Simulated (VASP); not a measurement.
Wanted: the native input for a VASP 6.6.1 run.

| Item | Value |
| --- | --- |
| Task | single point |
| Functional | PBE |
| Potentials or basis | VASP PAW PBE potentials, release 64 (Li_sv, Ta_pv, O) |
| Cutoff | 520 eV |
| k mesh | 6 × 6 × 4 |
| Occupations | gaussian, width 0.1 eV |
| Spin | collinear spin, ferromagnetic start |
| Starting moments | [0.0, 0.0, 0.0, 0.0, 1.0, 0.0] μB |
| Dipole correction | no |
| Further INCAR settings | ALGO = Normal; EDIFF = 1e-06; NBANDS = 28 |

The structure of Li4TaO lies in POSCAR:

```
Li4TaO
1.0
    3.2092816252      0.0000000000      0.0000000000
   -1.6046408126      2.7793194154      0.0000000000
    0.0000000000      0.0000000000      7.3405586059
Li Ta O
4 1 1
Direct
    0.6666666667      0.3333333333      0.3336107784
    0.3333333333      0.6666666667      0.6663892216
    0.3333333333      0.6666666667      0.3336107784
    0.6666666667      0.3333333333      0.6663892216
    0.0000000000      0.0000000000      0.0000000000
    0.0000000000      0.0000000000      0.5000000000
```

The input as run:

INCAR

```
PREC = Accurate ; ENCUT = 520
EDIFF = 1E-6 ; ISMEAR = 0
SIGMA = 0.1 ; LREAL = False
LASPH = True ; NELM = 150
ALGO = Normal ; ISIF = 2
LWAVE = False ; LCHARG = False
ISPIN = 2 ; MAGMOM = 0 0 0 0 1 0
LORBIT = 11 ; LMAXMIX = 4
GGA = PE ; NBANDS = 28
```

KPOINTS

```
regular mesh
0
Gamma
  6 6 4
```

Potentials or basis: VASP PAW PBE potentials, release 64 (Li_sv, Ta_pv, O).

Launch:

```sh
$ cat potpaw_PBE.64/Li_sv/POTCAR potpaw_PBE.64/Ta_pv/POTCAR potpaw_PBE.64/O/POTCAR > POTCAR
$ mpirun -np 1 vasp_std > vasp.out
```

Results of the run:

```json
{
 "Largest force": "0.004 eV/Å",
 "Net moment": "0.00 μB per cell",
 "Valence electrons inside the program's atomic spheres": "Li 2.14; Ta 8.55; O 4.96"
}
```

Caveat: the k points lie up to 0.38 Å⁻¹ apart.

It took 59 s on 1 thread of Intel(R) Xeon(R) 6975P-C (Granite Rapids), on a shared host, peak memory 0.23 GiB.
